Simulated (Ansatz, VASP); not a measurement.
## BeTe: VASP beside Ansatz

File INCAR:

```
SYSTEM = BeTe
ALGO = Normal ; EDIFF = 1E-6
ENCUT = 520 ; GGA = PE
ISIF = 2 ; ISMEAR = -1
LASPH = .TRUE. ; LCHARG = .TRUE.
LELF = .TRUE. ; LREAL = .FALSE.
LVHAR = .TRUE. ; LWAVE = .FALSE.
NBANDS = 11 ; NELM = 60
PREC = Accurate ; SIGMA = 0.05
```

KPOINTS

```
k-points
0
G
  11 11 11
  0 0 0
```

File POSCAR:

```
BeTe
1.0
    0.0000000000      2.7928936002      2.7928936002
    2.7928936002      0.0000000000      2.7928936002
    2.7928936002      2.7928936002      0.0000000000
Be Te
1 1
Direct
    0.0000000000      0.0000000000      0.0000000000
    0.7500000000      0.7500000000      0.7500000000
```

Input for Ansatz:

```yaml
crystal:
  lattice:
    - [0.0, 2.7928936002, 2.7928936002]
    - [2.7928936002, 0.0, 2.7928936002]
    - [2.7928936002, 2.7928936002, 0.0]
  atoms:
    - { symbol: Be, position: [0.0, 0.0, 0.0] }
    - { symbol: Te, position: [0.75, 0.75, 0.75] }
kpoints:
  mp_grid: { grid: [11, 11, 11] }
scf:
  occupations: { method: fermi_dirac, width: 0.05 }
hamiltonian:
  xc: pbe
  pseudopotentials: { kind: all_electron, lapw: { basis_error: 0.0005 } }
output:
  forces: true
  stress: true
  eigenvalues: true
```

Change from the starting cell: volume scaled by 1.025.

Alike in both runs: task single point; functional PBE; k mesh 11 × 11 × 11; occupations fermi-dirac, width 0.05 eV; no spin polarisation.

|  | VASP | Ansatz |
| --- | --- | --- |
| version | VASP 6.6.1 | Ansatz 0.2.0 |
| potentials or method | VASP PAW PBE potentials, release 64 (Be, Te), cutoff 520 eV | all-electron LAPW, scalar-relativistic |

Ansatz gave:

| Property | Result |
| --- | --- |
| gap on the k mesh at the Fermi level (eV) | 1.95 |
| pressure (GPa) | 2.6 |

Task: Which values does VASP return?

Result: gap on the k mesh at the Fermi level (eV): 1.94; pressure (GPa): 2.7.

Ansatz ran all-electron here, and VASP with PAW potentials.

Neither program's run includes spin-orbit coupling.
